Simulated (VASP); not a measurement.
# ZrS2 (P-3m1) in VASP: further runs

The runs below take ZrS2 through vibrations by perturbation theory, with PBEsol.

Everything below comes from runs of VASP 6.6.1. Logs are shortened: lines on timing, memory, paths and dates and some standing lists are left out, and cuts for length are marked.

### Step 1. The cell of the first run

Symmetry: P-3m1, No. 164, trigonal system. Conventional cell: a = 3.633 Å, b = 3.633 Å, c = 5.985 Å, α = 90.00°, β = 90.00°, γ = 120.00°. Within 3.4 Å of Zr (site symmetry -3m) lie 6 S at 2.55 Å. S (site symmetry 3m) has 3 Zr at 2.55 Å within 3.4 Å.

### Step 2. Vibrations by perturbation theory, PBEsol (22.81 Å³/atom)

The input, INCAR:

```
SYSTEM = ZrS2
ALGO = Normal
EDIFF = 1E-8
ENCUT = 500
GGA = PS
GGA_COMPAT = .FALSE.
IBRION = 8
ISIF = 2
ISMEAR = 0
LASPH = .TRUE.
LCHARG = .TRUE.
LEPSILON = .TRUE.
LREAL = .FALSE.
LWAVE = .FALSE.
NBANDS = 19
NELM = 120
NSW = 1
PREC = Accurate
SIGMA = 0.01
```

The input, KPOINTS:

```
k-points
0
G
  12 12 6
  0 0 0
```

The input, POSCAR:

```
ZrS2
1.0
    3.6334705983      0.0000000000      0.0000000000
   -1.8167352991      3.1466778421      0.0000000000
    0.0000000000      0.0000000000      5.9850699409
Zr S
1 2
Direct
    0.0000000000      0.0000000000      0.0000000000
    0.3333333333      0.6666666667      0.2424564578
    0.6666666667      0.3333333333      0.7575435422
```

Potentials or basis: VASP PAW PBE potentials, release 64 (Zr_sv, S).

Started as:

```console
$ cat potpaw_PBE.64/Zr_sv/POTCAR potpaw_PBE.64/S/POTCAR > POTCAR
$ mpirun -np 1 vasp_std > vasp.out
```

OUTCAR:

```text
SYSTEM = ZrS2
   EDIFF = 1E-8
   ENCUT = 500
   GGA = PS
   IBRION = 8
   ISIF = 2
   ISMEAR = 0
   LASPH = .TRUE.
   LEPSILON = .TRUE.
   LREAL = .FALSE.
   NELM = 120
   NSW = 1
   PREC = Accurate

 ion  position               nearest neighbor table
   1  0.000  0.000  0.000-   2 2.55   3 2.55   3 2.55   2 2.55   3 2.55   2 2.55
   2  0.333  0.667  0.242-   1 2.55   1 2.55   1 2.55
   3  0.667  0.333  0.758-   1 2.55   1 2.55   1 2.55

  LATTYP: Found a hexagonal cell.
 ALAT       =     3.6334705983
 C/A-ratio  =     1.6472047259

  Lattice vectors:

 A1 = (   3.6334705983,   0.0000000000,   0.0000000000)
 A2 = (  -1.8167352991,   3.1466778421,   0.0000000000)
 A3 = (   0.0000000000,   0.0000000000,   5.9850699409)

Analysis of symmetry for initial positions (statically):
=====================================================================
 Subroutine PRICEL returns:
 Original cell was already a primitive cell.

 Routine SETGRP: Setting up the symmetry group for a
 hexagonal supercell.

 Subroutine GETGRP returns: Found 12 space group operations
 (whereof 12 operations were pure point group operations)
 out of a pool of 24 trial point group operations.

The static configuration has the point symmetry D_3d.

Analysis of symmetry for dynamics (positions and initial velocities):
=====================================================================
 Subroutine PRICEL returns:
 Original cell was already a primitive cell.

 Routine SETGRP: Setting up the symmetry group for a
 hexagonal supercell.

 Subroutine GETGRP returns: Found 12 space group operations
 (whereof 12 operations were pure point group operations)
 out of a pool of 24 trial point group operations.

The dynamic configuration has the point symmetry D_3d.

[... 789 lines left out ...]
  --------------------------------------------------------------------------------
  x     0.00000     0.00000     0.00000     0.00000     0.00000     0.00000
  y     0.00000     0.00000     0.00000     0.00000     0.00000     0.00000
  z     0.00000     0.00000     0.00000     0.00000     0.00000     0.00000

 PIEZOELECTRIC TENSOR (including local field effects)  for field in x, y, z        (C/m^2)
          XX          YY          ZZ          XY          YZ          ZX
  --------------------------------------------------------------------------------
  x     0.00000     0.00000     0.00000     0.00000     0.00000     0.00000
  y     0.00000     0.00000     0.00000     0.00000     0.00000     0.00000
  z     0.00000     0.00000     0.00000     0.00000     0.00000     0.00000

 BORN EFFECTIVE CHARGES (including local field effects) (in |e|, cummulative output)
 ---------------------------------------------------------------------------------
 ion    1
    1     7.05189     0.00000     0.00000
    2     0.00000     7.05189     0.00000
    3    -0.00000    -0.00000     1.84983
 ion    2
    1    -3.52595    -0.00000     0.00000
    2    -0.00000    -3.52595     0.00000
    3     0.00000     0.00000    -0.92492
 ion    3
    1    -3.52595    -0.00000     0.00000
    2    -0.00000    -3.52595     0.00000
    3     0.00000     0.00000    -0.92492

 INTERNAL STRAIN TENSOR FOR ION    3 for displacements in x,y,z  (eV/Angst):
          X           Y           Z          XY          YZ          ZX
  --------------------------------------------------------------------------------
  x    -0.00000     0.00000    -0.00000    -3.73235     0.00000     9.83525
  y    -3.73235     3.73235     0.00000     0.00000    10.95457     0.00000
  z     9.95933     9.95933    16.05494     0.00000     0.00000     0.00000

 SECOND DERIVATIVES (NOT SYMMETRIZED)
 ------------------------------------
               1X          1Y          1Z          2X          2Y          2Z          3X          3Y          3Z
  1X    -3.482788   -0.000000    0.000000    1.741394    0.000000    0.000000    1.741394    0.000000    0.000000
  1Y    -0.000000   -3.482788    0.000000    0.000000    1.741394    0.000000    0.000000    1.741394    0.000000
  1Z     0.000000    0.000000  -14.498891   -0.000000    0.000000    7.249446   -0.000000    0.000000    7.249446
  2X     1.742649    0.000000    0.000000   -4.558780   -0.000000   -0.000000    2.816131    0.000000    0.000000
  2Y     0.000000    1.742649    0.000000   -0.000000   -4.558780   -0.000000    0.000000    2.816131    0.000000
  2Z     0.000000    0.000000    7.249536   -0.000000    0.000000   -9.323571    0.000000    0.000000    2.074035
  3X     1.742649    0.000000    0.000000    2.816131    0.000000    0.000000   -4.558780   -0.000000   -0.000000
  3Y     0.000000    1.742649    0.000000    0.000000    2.816131    0.000000   -0.000000   -4.558780   -0.000000
  3Z     0.000000    0.000000    7.249536    0.000000    0.000000    2.074035   -0.000000    0.000000   -9.323571

 Eigenvectors and eigenvalues of the dynamical matrix
 ----------------------------------------------------

   1 f  =    9.700448 THz    60.949711 2PiTHz  323.572111 cm-1    40.117811 meV
             X         Y         Z           dx          dy          dz
      0.000000  0.000000  0.000000    -0.000000    0.000000   -0.642498
     -0.000000  2.097785  1.451119    -0.000000    0.000000    0.541847
      1.816735  1.048893  4.533951     0.000000   -0.000000    0.541847
[... 43 lines left out ...]
   9 f/i=    0.000843 THz     0.005299 2PiTHz    0.028132 cm-1     0.003488 meV
             X         Y         Z           dx          dy          dz
      0.000000  0.000000  0.000000    -0.751905    0.148346    0.000000
     -0.000000  2.097785  1.451119    -0.445630    0.087920    0.000000
      1.816735  1.048893  4.533951    -0.445630    0.087920    0.000000

--------------------------------------------------------------------------------------------------------

 MACROSCOPIC STATIC DIELECTRIC TENSOR IONIC CONTRIBUTION
 ------------------------------------------------------
          37.748743     0.000000    -0.000000
           0.000000    37.748743    -0.000000
          -0.000000    -0.000000     0.624094
 ------------------------------------------------------

 ELASTIC MODULI CONTR FROM IONIC RELAXATION (kBar)
 Direction    XX          YY          ZZ          XY          YZ          ZX
 --------------------------------------------------------------------------------
 XX        -495.9673   -319.0642   -656.9357     -0.0000    259.6081      0.0000
 YY        -319.0642   -495.9673   -656.9357     -0.0000   -259.6081     -0.0000
 ZZ        -656.9357   -656.9357  -1059.0130     -0.0000      0.0000      0.0000
 XY          -0.0000     -0.0000     -0.0000    -88.4516     -0.0000    233.0818
 YZ         259.6081   -259.6081      0.0000     -0.0000   -761.9580     -0.0000
 ZX           0.0000     -0.0000      0.0000    233.0818     -0.0000   -614.2021
 --------------------------------------------------------------------------------

 PIEZOELECTRIC TENSOR IONIC CONTR  for field in x, y, z        (C/m^2)
          XX          YY          ZZ          XY          YZ          ZX
  --------------------------------------------------------------------------------
  x     0.00000     0.00000     0.00000    -0.00000    -0.00000     0.00000
  y     0.00000     0.00000     0.00000     0.00000     0.00000    -0.00000
  z     0.00000     0.00000     0.00000     0.00000     0.00000    -0.00000
```

stdout:

```text
POSCAR found type information on POSCAR ZrS
 POSCAR found :  2 types and       3 ions
 scaLAPACK will be used
 -----------------------------------------------------------------------------
|                                                                             |
|                                                                             |
[... 47 lines left out ...]
 first order change of Fermi-energy   0.53361E+00
 force on displaced ion       2 direction 1 :  -4.559   0.000   0.000
 Born effective charge ion    2 direction 1 :  -3.531   0.000  -0.000
 Linear response progress:
 first order change of Fermi-energy  -0.10815E+01
 force on displaced ion       2 direction 3 :  -0.000  -0.000  -9.324
 Born effective charge ion    2 direction 3 :   0.000   0.000  -0.927
 Born effective charges drift removed
 Linear response finished
```

Run time: 38 min. Hardware: 1 thread of AMD EPYC 9R45 (Zen 5), shared host; peak memory 1.1 GiB.

Results:

- Electronic dielectric tensor (diagonal): 11.81, 11.81, 5.46
- Born charges (mean of the diagonal): Zr +5.32; S -2.66 e
- Highest phonon frequency at Γ, LO-TO splitting left out: 324 cm⁻¹

Phonon frequencies in cm⁻¹ (negative: imaginary):
| q point | frequencies |
| --- | --- |
| (0.000, 0.000, 0.000) | 0 0 0 159 159 250 250 311 324 |

Electronic dielectric tensor:
```
11.81  0.00  0.00
 0.00 11.81  0.00
 0.00  0.00  5.46
```

Born effective charge tensors (e):
atom 1, Zr
```
7.05 0.00 0.00
0.00 7.05 0.00
0.00 0.00 1.85
```
atom 2, S
```
-3.53  0.00  0.00
 0.00 -3.53  0.00
 0.00  0.00 -0.92
```
atom 3, S
```
-3.53  0.00  0.00
 0.00 -3.53  0.00
 0.00  0.00 -0.92
```

Caveat: the PAW data sets were made with another functional, which shifts forces and pressure a little; this functional lacks dispersion, which binds layers or chains, so the pressure and a relaxed spacing across them are unreliable.

### Step 3. Vibrations by perturbation theory, PBEsol

This run uses another cell than the first one, of 16.62 Å³/atom.

The input, INCAR:

```
PREC = Accurate
ENCUT = 500
EDIFF = 1E-8
ISMEAR = 0
SIGMA = 0.01
LREAL = F
LASPH = T
NELM = 120
ALGO = Normal
ISIF = 2
LWAVE = F
LCHARG = F
GGA = PS
NBANDS = 19
IBRION = 8
NSW = 1
GGA_COMPAT = F
```

The input, KPOINTS:

```
Automatic mesh
0
Gamma
  12 12 8
```

The input, POSCAR:

```
ZrS2
1.0
    3.3473223401      0.0000000000      0.0000000000
   -1.6736611701      2.8988661812      0.0000000000
    0.0000000000      0.0000000000      5.1391180229
Zr S
1 2
Direct
    0.0000000000      0.0000000000      0.0000000000
    0.3333333333      0.6666666667      0.2965634069
    0.6666666667      0.3333333333      0.7034365931
```

Potentials or basis: VASP PAW PBE potentials, release 64 (Zr_sv, S).

Started as:

```console
$ cat potpaw_PBE.64/Zr_sv/POTCAR potpaw_PBE.64/S/POTCAR > POTCAR
$ mpirun -np 1 vasp_std > vasp.out
```

OUTCAR:

```text
PREC = Accurate
   ENCUT = 500
   EDIFF = 1E-8
   ISMEAR = 0
   LREAL = F
   LASPH = T
   NELM = 120
   ISIF = 2
   GGA = PS
   IBRION = 8
   NSW = 1

 ion  position               nearest neighbor table
   1  0.000  0.000  0.000-   2 2.46   3 2.46   3 2.46   2 2.46   3 2.46   2 2.46
   2  0.333  0.667  0.297-   1 2.46   1 2.46   1 2.46
   3  0.667  0.333  0.703-   1 2.46   1 2.46   1 2.46

  LATTYP: Found a hexagonal cell.
 ALAT       =     3.3473223401
 C/A-ratio  =     1.5352922428

  Lattice vectors:

 A1 = (   3.3473223401,   0.0000000000,   0.0000000000)
 A2 = (  -1.6736611701,   2.8988661812,   0.0000000000)
 A3 = (   0.0000000000,   0.0000000000,   5.1391180229)

Analysis of symmetry for initial positions (statically):
=====================================================================
 Subroutine PRICEL returns:
 Original cell was already a primitive cell.

 Routine SETGRP: Setting up the symmetry group for a
 hexagonal supercell.

 Subroutine GETGRP returns: Found 12 space group operations
 (whereof 12 operations were pure point group operations)
 out of a pool of 24 trial point group operations.

The static configuration has the point symmetry D_3d.

Analysis of symmetry for dynamics (positions and initial velocities):
=====================================================================
 Subroutine PRICEL returns:
 Original cell was already a primitive cell.

 Routine SETGRP: Setting up the symmetry group for a
 hexagonal supercell.

 Subroutine GETGRP returns: Found 12 space group operations
 (whereof 12 operations were pure point group operations)
 out of a pool of 24 trial point group operations.

The dynamic configuration has the point symmetry D_3d.

 Subroutine INISYM returns: Found 12 space group operations
 (whereof 12 operations are pure point group operations),
 and found     1 'primitive' translations

----------------------------------------------------------------------------------------

                                     Primitive cell

  volume of cell :      49.8671

  direct lattice vectors                    reciprocal lattice vectors
     3.347322340  0.000000000  0.000000000     0.298746251  0.172481228  0.000000000
    -1.673661170  2.898866181  0.000000000     0.000000000  0.344962457  0.000000000
     0.000000000  0.000000000  5.139118023     0.000000000  0.000000000  0.194585918

  length of vectors
     3.347322340  3.347322340  5.139118023     0.344962457  0.344962457  0.194585918
[... 653 lines left out ...]
      6      -2.9677      2.00000
[... 11 lines left out ...]
     18      15.3379      0.00000
     19      17.3826      0.00000

 [... further k-points ...]

------------------------ aborting loop because EDIFF is reached ----------------------------------------

  FORCE on cell =-STRESS in cart. coord.  units (eV):
  Direction    XX          YY          ZZ          XY          YZ          ZX
  --------------------------------------------------------------------------------------
  -------------------------------------------------------------------------------------
  Total        6.8888578      6.8888578      6.9116650     -0.0000000      0.0000000      0.0000000
  in kB      221.3316423    221.3316423    222.0644151     -0.0000000      0.0000000      0.0000000
  external PRESSURE =     221.5758999 kB  Pullay stress =       0.0000000 kB

 VOLUME and BASIS-vectors are now :
 -----------------------------------------------------------------------------
  energy-cutoff  :      500.00
  volume of cell :       49.87
      direct lattice vectors                 reciprocal lattice vectors
     3.347322340  0.000000000  0.000000000     0.298746251  0.172481228  0.000000000
    -1.673661170  2.898866181  0.000000000     0.000000000  0.344962457  0.000000000
     0.000000000  0.000000000  5.139118023     0.000000000  0.000000000  0.194585918

 POSITION                                       TOTAL-FORCE (eV/Angst)
 -----------------------------------------------------------------------------------
      0.00000      0.00000      0.00000         0.000000      0.000000      0.000000
     -0.00000      1.93258      1.52407        -0.000000     -0.000000      0.005205
      1.67366      0.96629      3.61504        -0.000000      0.000000     -0.005205
 -----------------------------------------------------------------------------------
    total drift:                               -0.000000     -0.000000     -0.000000

  FREE ENERGIE OF THE ION-ELECTRON SYSTEM (eV)
  ---------------------------------------------------
  free  energy   TOTEN  =       -21.7354781092 eV

  energy  without entropy=      -21.7354357518  energy(sigma->0) =      -21.73545693

[... ionic steps 2 to 3 ...]

--------------------------------------- Ionic step        4  -------------------------------------------

------------------------ aborting loop because EDIFF is reached ----------------------------------------
[... 11 lines left out ...]
[... ionic steps 8 to 8 ...]

--------------------------------------- Ionic step        9  -------------------------------------------

 Free energy of the ion-electron system (eV)
  ---------------------------------------------------
  ---------------------------------------------------
  free energy    TOTEN  =        -0.12463509 eV

  energy without entropy =       -0.12463405

------------------------ aborting loop because EDIFF is reached ----------------------------------------

 INTERNAL STRAIN TENSOR  FOR ION    2  DIRECTION 3   (eV/Angst):
 -----------------------------------------------------------------------------
   -13.24260  0.00000  0.00000
     0.00000-13.24260  0.00000
    -0.00000  0.00000-13.55041

 INTERNAL STRAIN TENSOR FOR ION    3 for displacements in x,y,z  (eV/Angst):
          X           Y           Z          XY          YZ          ZX
  --------------------------------------------------------------------------------
  x     0.00000    -0.00000     0.00000    -5.41540    -0.00000    10.29737
  y    -5.41540     5.41540     0.00000    -0.00000    11.43915    -0.00000
  z    13.24260    13.24260    13.55041    -0.00000     0.00000     0.00000

 SECOND DERIVATIVES (NOT SYMMETRIZED)
 ------------------------------------
               1X          1Y          1Z          2X          2Y          2Z          3X          3Y          3Z
  1X    -6.229128    0.000000    0.000000    3.114564   -0.000000    0.000000    3.114564   -0.000000    0.000000
  1Y     0.000000   -6.229128    0.000000   -0.000000    3.114564    0.000000   -0.000000    3.114564    0.000000
  1Z     0.000000    0.000000  -21.969603    0.000000    0.000000   10.984802    0.000000    0.000000   10.984802
  2X     3.096295   -0.000000    0.000000   -5.816281    0.000000   -0.000000    2.719986   -0.000000   -0.000000
  2Y    -0.000000    3.096295    0.000000    0.000000   -5.816281    0.000000   -0.000000    2.719986   -0.000000
  2Z    -0.000000    0.000000   10.985811    0.000000   -0.000000  -15.096950   -0.000000    0.000000    4.111139
  3X     3.096295   -0.000000    0.000000    2.719986   -0.000000   -0.000000   -5.816281    0.000000   -0.000000
  3Y    -0.000000    3.096295    0.000000   -0.000000    2.719986   -0.000000    0.000000   -5.816281    0.000000
  3Z    -0.000000    0.000000   10.985811   -0.000000    0.000000    4.111139    0.000000   -0.000000  -15.096950

 Eigenvectors and eigenvalues of the dynamical matrix
 ----------------------------------------------------

   1 f  =   12.099583 THz    76.023924 2PiTHz  403.598653 cm-1    50.039833 meV
             X         Y         Z           dx          dy          dz
      0.000000  0.000000  0.000000     0.000000    0.000000   -0.000000
     -0.000000  1.932577  1.524074     0.000000    0.000000   -0.707107
      1.673661  0.966289  3.615044    -0.000000   -0.000000    0.707107
[... 43 lines left out ...]
   9 f/i=    0.009197 THz     0.057786 2PiTHz    0.306778 cm-1     0.038036 meV
             X         Y         Z           dx          dy          dz
      0.000000  0.000000  0.000000    -0.651247    0.402049   -0.000000
     -0.000000  1.932577  1.524074    -0.387250    0.239070   -0.000000
      1.673661  0.966289  3.615044    -0.387250    0.239070   -0.000000

--------------------------------------------------------------------------------------------------------

 ELASTIC MODULI CONTR FROM IONIC RELAXATION (kBar)
 Direction    XX          YY          ZZ          XY          YZ          ZX
 --------------------------------------------------------------------------------
 XX        -807.4224   -365.9028   -600.2989      0.0000    466.3189     -0.0000
 YY        -365.9028   -807.4224   -600.2989      0.0000   -466.3189      0.0000
 ZZ        -600.2989   -600.2989   -614.2522      0.0000     -0.0000     -0.0000
 XY           0.0000      0.0000      0.0000   -220.7598      0.0000    419.7737
 YZ         466.3189   -466.3189     -0.0000      0.0000   -985.0223      0.0000
 ZX          -0.0000      0.0000     -0.0000    419.7737      0.0000   -798.1979
 --------------------------------------------------------------------------------
```

Run time: 51 min. Hardware: 1 thread of Oxide Virtual Turin-like, shared host; peak memory 0.98 GiB.

Results:

```
Highest phonon frequency at Γ, LO-TO splitting left out : 404 cm⁻¹
```

Phonon frequencies in cm⁻¹ (negative: imaginary):
```tsv
q point	frequencies
(0.000, 0.000, 0.000)	0 0 0 212 212 269 269 398 404
```

Caveat: the cell stands under pressure or tension, which shifts response properties; the PAW data sets were made with another functional, which shifts forces and pressure a little.
